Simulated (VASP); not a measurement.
# SGe in VASP: further runs

Runs on SGe. Level: RPBE. Tasks: single point.

All numbers are computed with VASP 6.6.1; they aren't measurements. Logs are shortened: lines on timing, memory, paths and dates and some standing lists are left out, and cuts for length are marked.

## Step 1: The cell of the first run

The cell holds a molecule in a box, 2 atoms: a = 9.000 Å, b = 9.000 Å, c = 12.000 Å, α = 90.00°, β = 90.00°, γ = 90.00°.

## Step 2: Single point, RPBE (last atom moved by 0.08 Å along z)

Contents of INCAR:

```
SYSTEM = GeS
  GGA = RP
  ISMEAR = 0
  SIGMA = 0.03
  LWAVE = .FALSE.
  LCHARG = .FALSE.
  ISIF = 0
  PREC = Accurate
  LASPH = .TRUE.
  LREAL = Auto
  ALGO = Normal
  EDIFF = 1E-6
  NELM = 120
  GGA_COMPAT = .FALSE.
  ENCUT = 400
  EFERMI = MIDGAP
  ROPT = -0.00025 -0.00025
```

Contents of KPOINTS:

```
k-points
0
Gamma
  1 1 1
```

Contents of POSCAR:

```
GeS
1.0
    9.0000000000      0.0000000000      0.0000000000
    0.0000000000      9.0000000000      0.0000000000
    0.0000000000      0.0000000000     12.0000000000
S Ge
1 1
Direct
    0.5014444400      0.5023333300      0.4189964200
    0.5014444400      0.5023333300      0.5933369200
```

Potentials or basis: VASP PAW PBE potentials, release 64 (S, Ge_d).

Launch:

```sh
cat potpaw_PBE.64/S/POTCAR potpaw_PBE.64/Ge_d/POTCAR > POTCAR
mpirun -np 1 vasp_gam > vasp.out
```

OUTCAR:

```text
SYSTEM = GeS
   GGA = RP
   ISMEAR = 0
   ISIF = 0
   PREC = Accurate
   LASPH = .TRUE.
   LREAL = Auto
   EDIFF = 1E-6
   NELM = 120
   ENCUT = 400
   EFERMI = MIDGAP

 Found      1 irreducible k-points:

 Following reciprocal coordinates:
            Coordinates               Weight
  0.000000  0.000000  0.000000      1.000000
   k-points           NKPTS =      1   k-points in BZ     NKDIM =      1   number of bands    NBANDS=     14
   number of dos      NEDOS =    301   number of ions     NIONS =      2
   total plane-waves  NPLWV = 288000
   dimension x,y,z NGX =    60 NGY =   60 NGZ =   80
   dimension x,y,z NGXF=   120 NGYF=  120 NGZF=  160
   ions per type =               1   1
   NGX,Y,Z   is equivalent  to a cutoff of  11.08, 11.08, 11.08 a.u.
   NGXF,Y,Z  is equivalent  to a cutoff of  22.17, 22.17, 22.17 a.u.
 SYSTEM =  GeS
   PREC   = accura    normal or accurate (medium, high low for compatibility)
   ISTART =      0    job   : 0-new  1-cont  2-samecut
   ICHARG =      2    charge: 1-file 2-atom 10-const
   ISPIN  =      1    spin polarized calculation?
   LNONCOLLINEAR =      F non collinear calculations
   LSORBIT =      F    spin-orbit coupling
   LASPH  =      T    aspherical Exc in radial PAW
   ENCUT  =  400.0 eV  29.40 Ry    5.42 a.u.  14.68 14.68 19.57*2*pi/ulx,y,z
   NELM   =    120;   NELMIN=  2; NELMDL= -5     # of ELM steps
   EDIFF  = 0.1E-05   stopping-criterion for ELM
   LREAL  =      T    real-space projection
   EDIFFG = 0.1E-04   stopping-criterion for IOM
   NSW    =      0    number of steps for IOM
   IBRION =     -1    ionic relax: 0-MD 1-quasi-New 2-CG
   NFREE  =      0    steps in history (QN), initial steepest desc. (CG)
   ISIF   =      0    stress and relaxation
   ISYM   =      2    0-nonsym 1-usesym 2-fastsym
   POTIM  = 0.5000    time-step for ionic-motion
   TEBEG  =    0.0;   TEEND  =   0.0 temperature during run

   SCALEE = 1.0000    scale energy and forces
   PSTRESS=    0.0 pullay stress
   NELECT =      20.0000    total number of electrons
   NUPDOWN=      -1.0000    fix difference up-down
   EMIN   =  10.00;   EMAX   =-10.00  energy-range for DOS
   EFERMI =   0.00;   METHOD = MIDGAP
   ISMEAR =     0;   SIGMA  =   0.03  broadening in eV -4-tet -1-fermi 0-gaus
   EFERMI_NEDOS =   21; number of points for ismear=-14 and -15
   IALGO  =     38    algorithm
   IMIX   =      4    mixing-type and parameters
     AMIX     =   0.40;   BMIX     =  1.00
     AMIX_MAG =   1.60;   BMIX_MAG =  1.00
  volume/ion in A,a.u.               =     486.00      3279.69
  Fermi-wavevector in a.u.,A,eV,Ry     =   0.448604  0.847738  2.738107  0.201245
  Thomas-Fermi vector in A             =   1.428188
   LORBIT       =      0    0 simple, 1 ext, 2 COOP (PROOUT), +10 PAW based schemes
   GGA     = RP    functional components
   LHFCALC =     F    Hartree Fock is set to
   AEXX    =    0.0000 exact exchange contribution
   IVDW    =     0    specifies the selected vdW correction
   LEPSILON=     F    determine dielectric tensor
   LRPA    =     F    only Hartree local field effects (RPA)

   CSHIFT  =0.1000    complex shift for real part using Kramers Kronig

   OMEGAMAX=  -1.0    maximum frequency
 non-spin polarized calculation
 Gauss-broadening in eV      SIGMA  =   0.03
  energy-cutoff  :      400.00
  volume of cell :      972.00
 maximum number of plane-waves:      8824
 NGX is ok and might be reduce to    60
   NGX = 29   NGY = 29   NGZ = 39

 number of electron      20.0000019 magnetization

 Free energy of the ion-electron system (eV)
  ---------------------------------------------------
  ext. energy  EPLUGINS =         0.00000000
  ---------------------------------------------------
  free energy    TOTEN  =        -7.56181283 eV

  energy without entropy =       -7.56181283  energy(sigma->0) =       -7.56181283

 E-fermi :  -4.5257     XC(G=0):  -1.2406

 val. band max:       -6.2341243857   @ k =   0.0000   0.0000   0.0000
 cond. band min:      -2.8173279317   @ k =   0.0000   0.0000   0.0000
 fundamental gap:      3.4167964540
 Fermi energy:        -4.5257261587

 k-point     1 :       0.0000    0.0000    0.0000
  band No.  band energies     occupation
      1     -29.2302      2.00000
      2     -29.2302      2.00000
      3     -29.0497      2.00000
      4     -29.0400      2.00000
      5     -29.0400      2.00000
      6     -16.7494      2.00000
      7     -11.2497      2.00000
      8      -6.4268      2.00000
      9      -6.2341      2.00000
     10      -6.2341      2.00000
     11      -2.8173      0.00000
     12      -2.8173      0.00000
     13      -0.3750      0.00000
     14      -0.0130      0.00000

------------------------ aborting loop because EDIFF is reached ----------------------------------------

 VOLUME and BASIS-vectors are now :
 -----------------------------------------------------------------------------
  energy-cutoff  :      400.00
  volume of cell :      972.00
      direct lattice vectors                 reciprocal lattice vectors
     9.000000000  0.000000000  0.000000000     0.111111111  0.000000000  0.000000000
     0.000000000  9.000000000  0.000000000     0.000000000  0.111111111  0.000000000
     0.000000000  0.000000000 12.000000000     0.000000000  0.000000000  0.083333333

 POSITION                                       TOTAL-FORCE (eV/Angst)
 -----------------------------------------------------------------------------------
      4.51300      4.52100      5.02796         0.000000     -0.000000      1.194533
      4.51300      4.52100      7.12004         0.000000      0.000000     -1.194533
 -----------------------------------------------------------------------------------
    total drift:                                0.000136      0.000150      0.000319

  FREE ENERGIE OF THE ION-ELECTRON SYSTEM (eV)
  ---------------------------------------------------
  free  energy   TOTEN  =        -7.5618128346 eV

  energy  without entropy=       -7.5618128346  energy(sigma->0) =       -7.56181283
```

OSZICAR:

```text
N       E                     dE             d eps       ncg     rms          rms(c)
DAV:   1     0.111342942139E+03    0.11134E+03   -0.73497E+03    36   0.800E+02
DAV:   2     0.166829957619E+02   -0.94660E+02   -0.90618E+02    48   0.180E+02
DAV:   3    -0.651412085174E+01   -0.23197E+02   -0.23123E+02    28   0.758E+01
[... 14 lines left out ...]
DAV:  18    -0.756179210744E+01   -0.47984E-04   -0.68073E-06    28   0.101E-02    0.342E-03
DAV:  19    -0.756180446069E+01   -0.12353E-04   -0.17617E-06    28   0.457E-03    0.229E-03
DAV:  20    -0.756180886611E+01   -0.44054E-05   -0.30478E-07    20   0.287E-03    0.499E-04
DAV:  21    -0.756181218577E+01   -0.33197E-05   -0.53222E-07    20   0.288E-03    0.400E-04
DAV:  22    -0.756181283458E+01   -0.64881E-06   -0.87981E-08    26   0.111E-03
   1 F= -.75618128E+01 E0= -.75618128E+01  d E =0.000000E+00
```

It took 48 s on 1 thread of Intel Xeon Platinum 8259CL at 2.50GHz (Skylake/Cascade Lake), shared host; peak memory 0.54 GiB.

What came out:

- Free energy: -7.5618 eV
- Largest force: 1.195 eV/Å
- Gap between the frontier levels: 3.42 eV

Forces in eV/Å, atoms in the order of the input:
```
S    0.000  0.000  1.195
Ge   0.000  0.000 -1.195
```

Levels at points of the mesh, in eV from the valence-band top:
```csv
k point,band 7,band 8,band 9,band 10,band 11,band 12,band 13,band 14
"(0.00, 0.00, 0.00)",-5.02,-0.19,0.00,0.00,3.42,3.42,5.86,6.22
```

Caveat: the cell differs from its parent crystal (last atom moved by 0.08 Å along z); the PAW data sets were made with another functional, which shifts forces and pressure a little.

## Step 3: Single point, RPBE (last atom moved by 0.08 Å along z)

Contents of INCAR:

```
SYSTEM = GeS
  GGA = RP
  ISMEAR = 0
  SIGMA = 0.03
  LWAVE = .FALSE.
  LCHARG = .FALSE.
  ISIF = 0
  PREC = Accurate
  LASPH = .TRUE.
  LREAL = .FALSE.
  ALGO = Normal
  EDIFF = 1E-8
  NELM = 120
  GGA_COMPAT = .FALSE.
  ENCUT = 560
  EFERMI = MIDGAP
```

KPOINTS is that of step 2.

POSCAR is that of step 2.

Potentials or basis: VASP PAW PBE potentials, release 64 (S, Ge_d).

Launch:

```sh
cat potpaw_PBE.64/S/POTCAR potpaw_PBE.64/Ge_d/POTCAR > POTCAR
mpirun -np 1 vasp_gam > vasp.out
```

It took 88 s on 1 thread of Intel Xeon Platinum 8259CL at 2.50GHz (Skylake/Cascade Lake), shared host; peak memory 0.84 GiB.

It converged, with:

```yaml
Free_energy: -7.5630 eV
Largest_force: 1.193 eV/Å
Gap_between_the_frontier_levels: 3.42 eV
```

Forces on the atoms (eV/Å):
```
S    0.000  0.000  1.193
Ge   0.000  0.000 -1.193
```

Levels at points of the mesh, in eV from the valence-band top:
```
           k point  band 6  band 7  band 8  band 9  band 10  band 11  band 12  band 13  band 14
(0.00, 0.00, 0.00)  -10.51   -5.01   -0.19    0.00     0.00     3.42     3.42     5.86     6.22
```

Caveat: the cell differs from its parent crystal (last atom moved by 0.08 Å along z); the PAW data sets were made with another functional, which shifts forces and pressure a little.
